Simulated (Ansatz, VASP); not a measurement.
**KAs2: VASP beside Ansatz**

```
K As
1.0
     5.03792    0.00000    0.00000
     0.00000    8.71898    0.00000
     0.00000    0.00000    4.44812
K As
2 4
Direct
  0.00000 0.00000 0.00000
  0.50000 0.50000 0.50000
  0.99985 0.37270 0.00000
  0.00015 0.62730 0.00000
  0.49985 0.12730 0.50000
  0.50015 0.87270 0.50000
```

Alike in both runs: functional PBE; k mesh 4 × 4 × 4; occupations gaussian, width 0.1 eV; no spin polarisation.

Ansatz relaxed the structure, and its values are those at the end. VASP's run is a single point on that final structure, the one shown.

|  | VASP | Ansatz |
| --- | --- | --- |
| version | VASP 6.6.1 | Ansatz 0.2.0 |
| potentials or method | VASP PAW PBE potentials, release 64 (K_sv, As), cutoff 520 eV | scalar-relativistic, plane waves, PAW |
| valence electrons in the cell | 38 | 78 |

```tsv
	VASP	Ansatz	Ansatz less VASP
gap on the k mesh at the Fermi level (eV)	none	none	-
pressure (GPa)	0.2	0.1	-0.16
rms of the force components (eV/Å)	0.046	0.001	-0.0450
```

A gap of «none» marks a metal or a gap that the smearing closes. With one functional, cell and mesh, what is left measures potentials, basis and numerics. VASP's potentials hold 38 valence electrons a cell and Ansatz's 78, so a difference there can come from the potentials and not from the codes.
